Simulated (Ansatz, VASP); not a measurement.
# One calculation of Eu, two programs

INCAR

```
SYSTEM = Eu
ALGO = Normal
EDIFF = 1E-7
ENCUT = 520
GGA = CA
ISIF = 2
ISMEAR = -1
ISPIN = 2
LASPH = .True.
LCHARG = .False.
LMAXMIX = 6
LORBIT = 11
LREAL = .False.
LWAVE = .False.
MAGMOM = 7
NBANDS = 18
NELM = 150
PREC = Accurate
SIGMA = 0.05
```

Contents of KPOINTS:

```
k-points
0
Gamma
  11 11 11
  0 0 0
```

Contents of POSCAR:

```
Eu
1.0
    2.8266725476      0.0000000000      0.0000000000
    0.0000000000      2.8266725476      0.0000000000
    0.0000000000      0.0000000000      2.8266725476
Eu
1
Direct
    0.0000000000      0.0000000000      0.0000000000
```

Input for Ansatz:

```yaml
crystal:
  lattice:
    - [2.8266725476, 0.0, 0.0]
    - [0.0, 2.8266725476, 0.0]
    - [0.0, 0.0, 2.8266725476]
  atoms:
    - { symbol: Eu, position: [0.0, 0.0, 0.0], spin: 7.0 }
magnetization:
  spin_polarized: true
kpoints:
  mp_grid: { grid: [11, 11, 11] }
scf:
  occupations: { method: fermi_dirac, width: 0.05 }
hamiltonian:
  xc: lda
  pseudopotentials: { kind: paw }
output:
  forces: true
  stress: true
  eigenvalues: true
  populations: true
  write_density: true
  write_potential: true
  elf: true
  volumetric_format: npy
```

Change from the starting cell: volume scaled by 0.68, PAW files.

Alike in both runs: task single point; functional LDA; k mesh 11 × 11 × 11; occupations fermi-dirac, width 0.05 eV; collinear spin.

|  | VASP | Ansatz |
| --- | --- | --- |
| version | VASP 6.6.1 | Ansatz 0.2.0 |
| potentials or method | VASP PAW PBE potentials, release 64 (Eu) | PAW with Ansatz's default frozen-core files, scalar-relativistic |
| plane-wave cutoff (eV) | 520 | 420 |
| valence electrons in the cell | 17 | 17 |

Ansatz gave:

- pressure (GPa): 15.5
- net moment per atom (μB): 7.18
- size of the moment on the site where the two differ most (μB): 6.79

What did VASP give for the same quantities?

Pressure (GPa): 15.4; net moment per atom (μB): 7.13; size of the moment on the site where the two differ most (μB): 6.73.

VASP's potentials were made for PBE, not for LDA. LDA's correlation is that of Perdew and Zunger in VASP and of Perdew and Wang (1992) in Ansatz. Site moments also hang on the region over which each program counts them.

Spin-orbit coupling is off throughout.
